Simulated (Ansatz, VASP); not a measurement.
**One calculation of ZnSe, two programs**

```
Zn Se
1.0
     0.00000    2.84487    2.79980
     2.84487    0.00000    2.79980
     2.84487    2.84487    0.00000
Zn Se
1 1
Direct
  0.00000 0.00000 0.00000
  0.25000 0.25000 0.25000
```

Change from the starting cell: strained cell.

Alike in both runs: functional PBEsol; k mesh 8 × 8 × 8; occupations gaussian, width 0.02 eV; no spin polarisation.

Ansatz relaxed the structure, and its values are those at the end. VASP's run is a single point on that final structure, the one shown.

```csv
,VASP,Ansatz
version,VASP 6.6.1,Ansatz 0.2.0
potentials or method,"VASP PAW PBE potentials, release 64 (Zn, Se), cutoff 500 eV","scalar-relativistic, plane waves, PAW"
valence electrons in the cell,18,28
```

Ansatz gave:

| Quantity | Value |
| --- | --- |
| gap on the k mesh at the Fermi level (eV) | 1.14 |
| least direct gap on the mesh (eV) | 1.14 |
| pressure (GPa) | -0.9 |

Task: Estimate VASP's values.

Result: gap on the k mesh at the Fermi level (eV): 1.15; least direct gap on the mesh (eV): 1.15; pressure (GPa): -0.6.

VASP's potentials were made for PBE, not for PBEsol, and Ansatz warns of the same on its side. VASP's potentials hold 18 valence electrons a cell and Ansatz's 28, so a difference there can come from the potentials and not from the codes. Ansatz's warnings: stress scf threshold loose.
